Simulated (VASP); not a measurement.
A run of VASP 6.6.1 is set up as follows.

File INCAR:

```
  ALGO = Normal
  EDIFF = 1E-6
  ENCUT = 520
  GGA = PS
  ISIF = 2
  ISMEAR = -1
  LASPH = T
  LCHARG = F
  LREAL = F
  LWAVE = F
  NBANDS = 14
  NELM = 100
  PREC = Accurate
  SIGMA = 0.08
```

KPOINTS

```
k-points
0
Gamma
  14 14 14
```

POSCAR

```
F
1.0
    0.0000000000      1.8047147453      1.8047147453
    1.8047147453      0.0000000000      1.8047147453
    1.8047147453      1.8047147453      0.0000000000
F
2
Direct
   -0.1250000000     -0.1250000000     -0.1250000000
    0.1250000000      0.1250000000      0.1250000000
```

Potentials or basis: VASP PAW PBE potentials, release 64 (F).

Run with:

```console
$ cat potpaw_PBE.64/F/POTCAR > POTCAR
$ mpirun -np 1 vasp_std > vasp.out
```

Task: Estimate the band gap on the k mesh.

Result: Zero (bands 7 and 8 overlap by 4.25 eV).

Task: Predict the pressure.

Result: 296.9 GPa.

Caveat: the cell stands under pressure; the PAW data sets were made with another functional, which shifts forces and pressure a little.
